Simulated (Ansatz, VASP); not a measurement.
**One calculation of P, two programs**

Contents of INCAR:

```
SYSTEM = P
PREC = Accurate ; ENCUT = 520
EDIFF = 1E-6 ; ISMEAR = 0
SIGMA = 0.1 ; LREAL = .FALSE.
LASPH = .TRUE. ; NELM = 80
ALGO = Normal ; ISIF = 2
LWAVE = .FALSE. ; LCHARG = .FALSE.
NBANDS = 12
```

The input KPOINTS:

```
Automatic mesh
0
G
  11 11 11
  0 0 0
```

POSCAR

```
P
1.0
   -1.6915100431      2.5151650373      1.8589441358
    1.6915100431     -2.5151650373      1.8589441358
    1.6915100431      2.5151650373     -1.8589441358
P
2
Direct
    0.6966908900      0.9466908900      0.7500000000
    0.3033091100      0.0533091100      0.2500000000
```

File input.yaml:

```yaml
crystal:
  lattice:
    - [-1.6915100431, 2.5151650373, 1.8589441358]
    - [1.6915100431, -2.5151650373, 1.8589441358]
    - [1.6915100431, 2.5151650373, -1.8589441358]
  atoms:
    - { symbol: P, position: [0.69669089, 0.94669089, 0.75] }
    - { symbol: P, position: [0.30330911, 0.05330911, 0.25] }
hamiltonian:
  xc: lda
  pseudopotentials: { kind: paw }
kpoints:
  mp_grid: { grid: [11, 11, 11] }
scf:
  occupations: { method: gaussian, width: 0.1 }
output:
  forces: true
  stress: true
  eigenvalues: true
```

Alike in both runs: task single point; functional LDA; k mesh 11 × 11 × 11; occupations gaussian, width 0.1 eV; no spin polarisation.

|  | VASP | Ansatz |
| --- | --- | --- |
| version | VASP 6.6.1 | Ansatz 0.2.0 |
| potentials or method | VASP PAW LDA potentials, release 64 (P) | Ansatz PAW |
| plane-wave cutoff (eV) | 520 | 420 |
| valence electrons in the cell | 10 | 10 |

|  | VASP | Ansatz | Ansatz less VASP |
| --- | --- | --- | --- |
| gap on the k mesh at the Fermi level (eV) | none | none | - |
| pressure (GPa) | -2.4 | -2.2 | +0.20 |
| traceless stress, the component that is largest in VASP (GPa) | 0.62 | 0.75 | +0.136 |
| rms of the force components (eV/Å) | 0.160 | 0.185 | +0.0251 |

LDA's correlation is that of Perdew and Zunger in VASP and of Perdew and Wang (1992) in Ansatz. Atom by atom the forces differ by 0.025 eV/Å (rms over components). A gap of «none» marks a metal or a gap that the smearing closes.
